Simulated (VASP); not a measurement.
Input of a VASP 6.6.1 run:

Contents of INCAR:

```
SYSTEM = HfC
  ALGO = Normal
  EDIFF = 1E-7
  ENCUT = 520
  GGA = PE
  ISIF = 2
  ISMEAR = 0
  LASPH = .True.
  LCHARG = .False.
  LREAL = .False.
  LWAVE = .False.
  NBANDS = 14
  NELM = 60
  PREC = Accurate
  SIGMA = 0.1
```

File KPOINTS:

```
k-points
0
Gamma
  6 6 6
  0 0 0
```

File POSCAR:

```
HfC
1.0
    0.0000000000      2.7089274600      2.7089274600
    2.7089274600      0.0000000000      2.7089274600
    2.7089274600      2.7089274600      0.0000000000
Hf C
1 1
Direct
    0.7500000000      0.7500000000      0.7500000000
    0.0000000000      0.0000000000      0.0000000000
```

Potentials or basis: VASP PAW PBE potentials, release 64 (Hf_pv, C).

Command:

```bash
$ cat potpaw_PBE.64/Hf_pv/POTCAR potpaw_PBE.64/C/POTCAR > POTCAR
$ mpirun -np 1 vasp_std > vasp.out
```

(1) What does it give for the band gap on the k mesh?

(2) What does it give for the pressure?

Answers

(1) 0.61 eV, direct.

(2) -22.8 GPa.

Caveat: spin-orbit coupling is left out, which moves the levels of the heavy elements.
